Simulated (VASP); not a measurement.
Write the native input for VASP 6.6.1 that does the following.

```
Task                    : single point
Functional              : PBE
Potentials or basis     : VASP PAW PBE potentials, release 64 (Ga_d)
Cutoff                  : 520 eV
k mesh                  : 9 × 9 × 8
Occupations             : fermi-dirac, width 0.05 eV
Spin                    : no spin polarisation
Dipole correction       : no
k mesh for the DOS      : 14 × 14 × 12
Occupations for the DOS : tetrahedron
Further INCAR settings  : ALGO = Normal; EDIFF = 1e-06
```

Crystal: Ga.

```xyz
4
Lattice="2.2553 -3.8224 0.0000 2.2553 3.8224 0.0000 0.0000 0.0000 4.5167" Properties=species:S:1:pos:R:3 pbc="T T T"
Ga    2.2553    2.6566    0.3546
Ga    2.2553   -1.1658    1.9038
Ga    2.2553   -2.6566    4.1621
Ga    2.2553    1.1658    2.6129
```

One way to write it, as run:

POSCAR

```
Ga
1.0
    2.2553500000     -3.8224000000      0.0000000000
    2.2553500000      3.8224000000      0.0000000000
    0.0000000000      0.0000000000      4.5167000000
Ga
4
Direct
    0.1525000000      0.8475000000      0.0785000000
    0.6525000000      0.3475000000      0.4215000000
    0.8475000000      0.1525000000      0.9215000000
    0.3475000000      0.6525000000      0.5785000000
```

INCAR.step1

```
PREC = Accurate
ENCUT = 520
EDIFF = 1E-6
ISMEAR = -1
SIGMA = 0.05
LREAL = F
LASPH = T
NELM = 80
ALGO = Normal
ISIF = 2
LWAVE = F
LCHARG = T
GGA = PE
NBANDS = 34
```

KPOINTS.step1

```
regular mesh
0
Gamma
  9 9 8
```

INCAR.step2

```
PREC = Accurate
ENCUT = 520
EDIFF = 1E-6
ISMEAR = -5
SIGMA = 0.05
LREAL = F
LASPH = T
NELM = 80
ALGO = Normal
ISIF = 2
LWAVE = F
LCHARG = F
GGA = PE
LORBIT = 11
NEDOS = 1001
ICHARG = 11
```

KPOINTS.step2

```
regular mesh
0
Gamma
  14 14 12
```

Potentials or basis: VASP PAW PBE potentials, release 64 (Ga_d).

The run is started by

```console
$ cat potpaw_PBE.64/Ga_d/POTCAR > POTCAR
$ cp INCAR.step1 INCAR
$ cp KPOINTS.step1 KPOINTS
$ mpirun -np 1 vasp_std > vasp.out
$ cp INCAR.step2 INCAR
$ cp KPOINTS.step2 KPOINTS
$ mpirun -np 1 vasp_std > vasp.out
```

It gave:

The valence electrons inside the program's atomic spheres are Ga 11.63.

It took 11 min on 1 thread of AMD EPYC 7R13 Processor (Zen 3) (shared host), peak memory 0.69 GiB.
